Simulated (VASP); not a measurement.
# Sb3As5P8 (R3m) in VASP: single point with r2SCAN

Aim: the single point of Sb3As5P8 with r2SCAN.

Program: VASP 6.6.1. These are calculated values, not measurements. Logs are shortened: lines on timing, memory, paths and dates and some standing lists are left out, and cuts for length are marked.

**1. The cell of the first run**

The structure is trigonal, space group R3m (No. 160). Conventional cell: a = 7.371 Å, b = 7.371 Å, c = 19.958 Å, α = 90.00°, β = 90.00°, γ = 120.00°. P (site symmetry m) has 4 As at 2.45 to 3.00 Å and 2 Sb at 3.00 Å within 3.2 Å. P (site symmetry 3m) has 3 Sb at 2.45 Å and 3 As at 3.00 Å within 3.2 Å. P (site symmetry m) has 4 As at 2.45 to 3.00 Å and 2 Sb at 2.45 Å within 3.2 Å. Within 3.2 Å of P (site symmetry 3m) lie 3 As at 2.45 Å and 3 Sb at 3.00 Å. As (site symmetry m) has 6 P at 2.45 to 3.00 Å within 3.2 Å. As (site symmetry 3m) has 6 P at 2.45 to 3.00 Å within 3.2 Å. As (site symmetry 3m) has 6 P at 2.45 to 3.00 Å within 3.2 Å. Within 3.2 Å of Sb (site symmetry m) lie 6 P at 2.45 to 3.00 Å.

**2. Single point, r2SCAN**

POSCAR reads:

```
Sb3As5P8
1.0
    3.6852644400      2.1276884200      6.6525492600
   -3.6852644400      2.1276884200      6.6525492600
    0.0000000000     -4.2553768200      6.6525492600
P As Sb
8 5 3
Direct
    0.3862614990      0.3862614990      0.3862615008
    0.3862614990      0.3862614990      0.8862615008
    0.3862614990      0.8862614990      0.3862615008
    0.3862614990      0.8862614990      0.8862615008
    0.8862614990      0.3862614990      0.3862615008
    0.8862614990      0.3862614990      0.8862615008
    0.8862614990      0.8862614990      0.3862615008
    0.8862614990      0.8862614990      0.8862615008
    0.1137384997      0.1137384997      0.1137385003
    0.1137384997      0.1137384997      0.6137385003
    0.1137384997      0.6137384997      0.6137385003
    0.6137384997      0.1137384997      0.6137385003
    0.6137384997      0.6137384997      0.1137385003
    0.1137384997      0.6137384997      0.1137385003
    0.6137384997      0.1137384997      0.1137385003
    0.6137384997      0.6137384997      0.6137385003
```

INCAR.step1 reads:

```
SYSTEM = Sb3As5P8
PREC = Accurate
ENCUT = 520
ISMEAR = -1
SIGMA = 0.05
LREAL = Auto
LASPH = .True.
NELM = 100
NBANDS = 54
GGA = PE
ALGO = Normal
EDIFF = 1E-4
LWAVE = .True.
LCHARG = .False.
```

INCAR.step2 reads:

```
SYSTEM = Sb3As5P8
PREC = Accurate
ENCUT = 520
EDIFF = 1E-6
ISMEAR = -1
SIGMA = 0.05
LREAL = Auto
LASPH = .True.
NELM = 100
ALGO = Normal
ISIF = 2
LWAVE = .False.
LCHARG = .False.
METAGGA = R2SCAN
LMIXTAU = .True.
NBANDS = 54
ISTART = 1
```

KPOINTS reads:

```
Automatic mesh
0
Gamma
  3 3 3
  0 0 0
```

Potentials or basis: VASP PAW PBE potentials, release 64 (P, As, Sb).

Launch:

```bash
$ cat potpaw_PBE.64/P/POTCAR potpaw_PBE.64/As/POTCAR potpaw_PBE.64/Sb/POTCAR > POTCAR
$ cp INCAR.step1 INCAR
$ mpirun -np 1 vasp_std > vasp.out
$ cp INCAR.step2 INCAR
$ mpirun -np 1 vasp_std > vasp.out
```

OUTCAR:

```text
SYSTEM = Sb3As5P8
   PREC = Accurate
   ENCUT = 520
   EDIFF = 1E-6
   ISMEAR = -1
   LREAL = Auto
   LASPH = .True.
   NELM = 100
   ISIF = 2
   METAGGA = R2SCAN
   ISTART = 1

 ion  position               nearest neighbor table
   1  0.386  0.386  0.386-  11 2.45  12 2.45  13 2.45  14 3.00  15 3.00
   2  0.386  0.386  0.886-  14 2.45  15 2.45  16 2.45
   3  0.386  0.886  0.386-  10 2.45  16 2.45  15 2.45
   4  0.386  0.886  0.886-   9 2.45  13 2.45  12 2.45  14 3.00  16 3.00
   5  0.886  0.386  0.386-  10 2.45  16 2.45  14 2.45
   6  0.886  0.386  0.886-   9 2.45  13 2.45  11 2.45  15 3.00  16 3.00
   7  0.886  0.886  0.386-  11 2.45  12 2.45   9 2.45  16 3.00  15 3.00  14 3.00
   8  0.886  0.886  0.886-  14 2.45  15 2.45  10 2.45
   9  0.114  0.114  0.114-   4 2.45   6 2.45   7 2.45
  10  0.114  0.114  0.614-   3 2.45   5 2.45   8 2.45
  11  0.114  0.614  0.614-   1 2.45   7 2.45   6 2.45
  12  0.614  0.114  0.614-   1 2.45   7 2.45   4 2.45
  13  0.614  0.614  0.114-   4 2.45   6 2.45   1 2.45
  14  0.114  0.614  0.114-   2 2.45   8 2.45   5 2.45   4 3.00   7 3.00   1 3.00  16 3.69  16 3.69
                            15 3.69  15 3.69
  15  0.614  0.114  0.114-   2 2.45   8 2.45   3 2.45   6 3.00   7 3.00   1 3.00  16 3.69  16 3.69
                            14 3.69  14 3.69
  16  0.614  0.614  0.614-   3 2.45   5 2.45   2 2.45   7 3.00   6 3.00   4 3.00  14 3.69  15 3.69
                            15 3.69  14 3.69

  LATTYP: Found a trigonal (rhomboedric) cell.
 ALAT       =     7.8971288239
 COS(alpha) =     0.5644591814

  Lattice vectors:

 A1 = (   3.6852644400,   2.1276884200,   6.6525492600)
 A2 = (  -3.6852644400,   2.1276884200,   6.6525492600)
 A3 = (   0.0000000000,  -4.2553768200,   6.6525492600)

Analysis of symmetry for initial positions (statically):
=====================================================================
 Subroutine PRICEL returns:
 Original cell was already a primitive cell.

 Routine SETGRP: Setting up the symmetry group for a
 trigonal (rhombohedral) supercell.

 Subroutine GETGRP returns: Found  6 space group operations
 (whereof  2 operations were pure point group operations)
 out of a pool of 12 trial point group operations.

The static configuration has the point symmetry C_1h.
 The point group associated with its full space group is C_3v.

Analysis of symmetry for dynamics (positions and initial velocities):
=====================================================================
 Subroutine PRICEL returns:
 Original cell was already a primitive cell.

 Routine SETGRP: Setting up the symmetry group for a
 trigonal (rhombohedral) supercell.

 Subroutine GETGRP returns: Found  6 space group operations
 (whereof  2 operations were pure point group operations)
 out of a pool of 12 trial point group operations.

The dynamic configuration has the point symmetry C_1h.
 The point group associated with its full space group is C_3v.

 Subroutine INISYM returns: Found  6 space group operations
 (whereof  2 operations are pure point group operations),
 and found     1 'primitive' translations

----------------------------------------------------------------------------------------

                                     Primitive cell

  volume of cell :     312.9796

  direct lattice vectors                    reciprocal lattice vectors
     3.685264440  2.127688420  6.652549260     0.135675474  0.078332272  0.050106105
    -3.685264440  2.127688420  6.652549260    -0.135675474  0.078332272  0.050106105
     0.000000000 -4.255376820  6.652549260     0.000000000 -0.156664543  0.050106105

  length of vectors
     7.897128824  7.897128824  7.897128816     0.164482220  0.164482220  0.164482221

  position of ions in fractional coordinates (direct lattice)
     0.386261499  0.386261499  0.386261501
     0.386261499  0.386261499  0.886261501
     0.386261499  0.886261499  0.386261501
     0.386261499  0.886261499  0.886261501
     0.886261499  0.386261499  0.386261501
     0.886261499  0.386261499  0.886261501
[... 8 lines left out ...]
     0.613738500  0.113738500  0.113738500
     0.613738500  0.613738500  0.613738500

  ion indices of the primitive-cell ions
   primitive index   ion index
                 1           1
                 2           2
                 3           3
                 4           4
                 5           5
                 6           6
[... 8 lines left out ...]
                15          15
                16          16

----------------------------------------------------------------------------------------

 KPOINTS: Automatic mesh

Automatic generation of k-mesh.
 Grid dimensions read from file:
 generate k-points for:    3    3    3

 Generating k-lattice:

  Cartesian coordinates                     Fractional coordinates (reciprocal lattice)
     0.045225158  0.026110757  0.016702035     0.333333333  0.000000000  0.000000000
    -0.045225158  0.026110757  0.016702035     0.000000000  0.333333333  0.000000000
     0.000000000 -0.052221514  0.016702035     0.000000000  0.000000000  0.333333333

  Length of vectors
     0.054827407  0.054827407  0.054827407

  Shift w.r.t. Gamma in fractional coordinates (k-lattice)
     0.000000000  0.000000000  0.000000000

 Subroutine IBZKPT returns following result:
 ===========================================

 Found      6 irreducible k-points:

 Following reciprocal coordinates:
            Coordinates               Weight
  0.000000  0.000000  0.000000      1.000000
  0.333333 -0.000000 -0.000000      6.000000
  0.333333  0.333333 -0.000000      6.000000
 -0.333333  0.333333  0.000000      6.000000
  0.333333  0.333333  0.333333      2.000000
 -0.333333  0.333333  0.333333      6.000000
   k-points           NKPTS =      6   k-points in BZ     NKDIM =      6   number of bands    NBANDS=     54
   number of dos      NEDOS =    301   number of ions     NIONS =     16
   total plane-waves  NPLWV = 216000
   dimension x,y,z NGX =    60 NGY =   60 NGZ =   60
   dimension x,y,z NGXF=   120 NGYF=  120 NGZF=  120
   ions per type =               8   5   3
   NGX,Y,Z   is equivalent  to a cutoff of  12.63, 12.63, 12.63 a.u.
   NGXF,Y,Z  is equivalent  to a cutoff of  25.26, 25.26, 25.26 a.u.
 SYSTEM =  Sb3As5P8
   PREC   = accura    normal or accurate (medium, high low for compatibility)
   ISTART =      1    job   : 0-new  1-cont  2-samecut
   ICHARG =      0    charge: 1-file 2-atom 10-const
   ISPIN  =      1    spin polarized calculation?
   LNONCOLLINEAR =      F non collinear calculations
   LSORBIT =      F    spin-orbit coupling
   LASPH  =      T    aspherical Exc in radial PAW
   ENCUT  =  520.0 eV  38.22 Ry    6.18 a.u.  14.68 14.68 14.68*2*pi/ulx,y,z
   NELM   =    100;   NELMIN=  2; NELMDL=  0     # of ELM steps
   EDIFF  = 0.1E-05   stopping-criterion for ELM
   LREAL  =      T    real-space projection
   EDIFFG = 0.1E-04   stopping-criterion for IOM
   NSW    =      0    number of steps for IOM
[... 5 lines left out ...]
   TEBEG  =    0.0;   TEEND  =   0.0 temperature during run
   PSTRESS=    0.0 pullay stress
   NELECT =      80.0000    total number of electrons
   NUPDOWN=      -1.0000    fix difference up-down
   EMIN   =  10.00;   EMAX   =-10.00  energy-range for DOS
   EFERMI =   0.00;   METHOD = LEGACY
   ISMEAR =    -1;   SIGMA  =   0.05  broadening in eV -4-tet -1-fermi 0-gaus
   EFERMI_NEDOS =   21; number of points for ismear=-14 and -15
   IALGO  =     38    algorithm
   IMIX   =      4    mixing-type and parameters
     AMIX     =   0.40;   BMIX     =  1.00
     AMIX_MAG =   1.60;   BMIX_MAG =  1.00
  volume/ion in A,a.u.               =      19.56       132.01
  Fermi-wavevector in a.u.,A,eV,Ry     =   1.038962  1.963353 14.686688  1.079441
  Thomas-Fermi vector in A             =   2.173470
   LORBIT       =      0    0 simple, 1 ext, 2 COOP (PROOUT), +10 PAW based schemes
   METAGGA = R2SCAN    functional components
   LHFCALC =     F    Hartree Fock is set to
   AEXX    =    0.0000 exact exchange contribution
   IVDW    =     0    specifies the selected vdW correction
   LEPSILON=     F    determine dielectric tensor
   LRPA    =     F    only Hartree local field effects (RPA)
 non-spin polarized calculation
  energy-cutoff  :      520.00
  volume of cell :      312.98
 maximum number of plane-waves:      8440
   NGX = 29   NGY = 29   NGZ = 29

 number of electron      79.9999996 magnetization

 Free energy of the ion-electron system (eV)
  ---------------------------------------------------
  ext. energy  EPLUGINS =         0.00000000
  ---------------------------------------------------
  free energy    TOTEN  =      -219.67410405 eV

  energy without entropy =     -219.65553398  energy(sigma->0) =     -219.66481902

 E-fermi :   8.1633     XC(G=0): -10.8734

 val. band max:        8.1151724693   @ k =   0.0000   0.0000   0.0000
 cond. band min:       8.2188150595   @ k =   0.0000   0.0000   0.0000
 fundamental gap:      0.1036425901
 Fermi energy:         8.1633456115

 k-point     1 :       0.0000    0.0000    0.0000
  band No.  band energies     occupation
      1      -8.3670      2.00000
      2      -6.6124      2.00000
      3      -5.3157      2.00000
      4      -5.1862      2.00000
      5      -5.1862      2.00000
      6      -5.1597      2.00000
[... 44 lines left out ...]
     51       8.8482      0.00000
     52       8.8699      0.00000

 k-point     2 :       0.3333   -0.0000   -0.0000
  band No.  band energies     occupation
      1      -7.9457      2.00000
      2      -6.7160      2.00000
      3      -6.3565      2.00000
      4      -5.6556      2.00000
      5      -5.3835      2.00000
      6      -5.3269      2.00000
[... 44 lines left out ...]
     51      10.1360      0.00000
     52      10.3342      0.00000
[... 163 lines left out ...]
     51       9.8399      0.00000
     52       9.9704      0.00000

 k-point     6 :      -0.3333    0.3333    0.3333
  band No.  band energies     occupation
      1      -7.4584      2.00000
      2      -7.1826      2.00000
      3      -6.8230      2.00000
      4      -5.7554      2.00000
      5      -5.6338      2.00000
      6      -5.3778      2.00000
[... 44 lines left out ...]
     51      10.5257      0.00000
     52      10.6990      0.00000
 [bands above 52 left out]

------------------------ aborting loop because EDIFF is reached ----------------------------------------

  FORCE on cell =-STRESS in cart. coord.  units (eV):
  Direction    XX          YY          ZZ          XY          YZ          ZX
  --------------------------------------------------------------------------------------
  -------------------------------------------------------------------------------------
  Total       14.5414819     14.5414818     11.0213861      0.0000000      0.0000000      0.0000000
  in kB       74.4394599     74.4394597     56.4196987      0.0000000      0.0000001      0.0000000
  external PRESSURE =      68.4328728 kB  Pullay stress =       0.0000000 kB

 VOLUME and BASIS-vectors are now :
 -----------------------------------------------------------------------------
  energy-cutoff  :      520.00
  volume of cell :      312.98
      direct lattice vectors                 reciprocal lattice vectors
     3.685264440  2.127688420  6.652549260     0.135675474  0.078332272  0.050106105
    -3.685264440  2.127688420  6.652549260    -0.135675474  0.078332272  0.050106105
     0.000000000 -4.255376820  6.652549260     0.000000000 -0.156664543  0.050106105

 POSITION                                       TOTAL-FORCE (eV/Angst)
 -----------------------------------------------------------------------------------
      0.00000      0.00000      7.70887        -0.000000     -0.174977      0.434449
      0.00000     -2.12769     11.03515        -0.000000     -0.000000     -1.996565
     -1.84263      1.06384     11.03515        -1.145821     -0.661540     -1.263140
     -1.84263     -1.06384     14.36142        -0.151535      0.087488      0.434449
      1.84263      1.06384     11.03515         1.145821     -0.661540     -1.263140
      1.84263     -1.06384     14.36142         0.151535      0.087488      0.434449
[... 8 lines left out ...]
      1.84263      1.06384      5.59623         0.039024     -0.022530      1.871511
      0.00000      0.00000     12.24878        -0.000000      0.045061      1.871511
 -----------------------------------------------------------------------------------
    total drift:                                0.000000      0.000009     -0.028524

  FREE ENERGIE OF THE ION-ELECTRON SYSTEM (eV)
  ---------------------------------------------------
  free  energy   TOTEN  =      -219.6741040497 eV

  energy  without entropy=     -219.6555339805  energy(sigma->0) =     -219.66481902
```

Run time: 4.7 min. Hardware: 1 thread of Intel Xeon 6975P-C (Granite Rapids), shared host; peak memory 0.57 GiB.

What came out:

| Quantity | Value |
| --- | --- |
| Free energy | -219.6741 eV |
| Pressure | 6.8 GPa |
| Largest force | 1.997 eV/Å |
| Band gap on the k mesh | zero (bands 40 and 41 overlap by 0.41 eV) |

Forces in eV/Å, atoms in the order of the input:
```
P    0.000 -0.175  0.434
P    0.000  0.000 -1.997
P   -1.146 -0.662 -1.263
P   -0.152  0.087  0.434
P    1.146 -0.662 -1.263
P    0.152  0.087  0.434
P    0.000  0.000  0.510
P    0.000  1.323 -1.263
As   0.000  0.008 -0.403
As   0.000  0.000 -0.108
As   0.007 -0.004 -0.403
As  -0.007 -0.004 -0.403
As   0.000  0.000 -0.326
Sb  -0.039 -0.023  1.872
Sb   0.039 -0.023  1.872
Sb   0.000  0.045  1.872
```

Stress tensor (GPa, compression positive):
```
7.44 0.00 0.00
0.00 7.44 0.00
0.00 0.00 5.64
```

Caveat: the cell stands under pressure; semilocal functionals underestimate gaps, and a narrow one can read as zero; the PAW data sets were made with another functional, which shifts forces and pressure a little; spin-orbit coupling is left out, which moves the levels of the heavy elements.

The gap in the log of VASP goes by the Fermi energy; the results here count the filled bands.